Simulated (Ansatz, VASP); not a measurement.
# Two plane-wave programs on Cd

```xyz
1
Lattice="-0.0735 2.2232 2.4228 2.1450 0.0047 2.3446 2.1497 2.1497 0.0000" Properties=species:S:1:pos:R:3 pbc="T T T"
Cd    0.0000    0.0000    0.0000
```

Alike in both runs: task single point; functional PBE; k mesh 14 × 14 × 14; occupations gaussian, width 0.1 eV; no spin polarisation.

```csv
,VASP,Ansatz
version,VASP 6.6.1,Ansatz 0.2.0
potentials or method,"VASP PAW PBE potentials, release 64 (Cd), cutoff 520 eV","scalar-relativistic, plane waves, PAW"
valence electrons in the cell,12,20
```

```tsv
	VASP	Ansatz	Ansatz less VASP
gap on the k mesh at the Fermi level (eV)	none	none	-
pressure (GPa)	0.8	0.5	-0.31
traceless stress, the component that is largest in VASP (GPa)	-2.47	-2.44	+0.022
```

A gap of «none» marks a metal or a gap that the smearing closes. The functional is the same, so the differences come from potentials, cutoffs and numerics. VASP's potentials hold 12 valence electrons a cell and Ansatz's 20, so a difference there can come from the potentials and not from the codes.
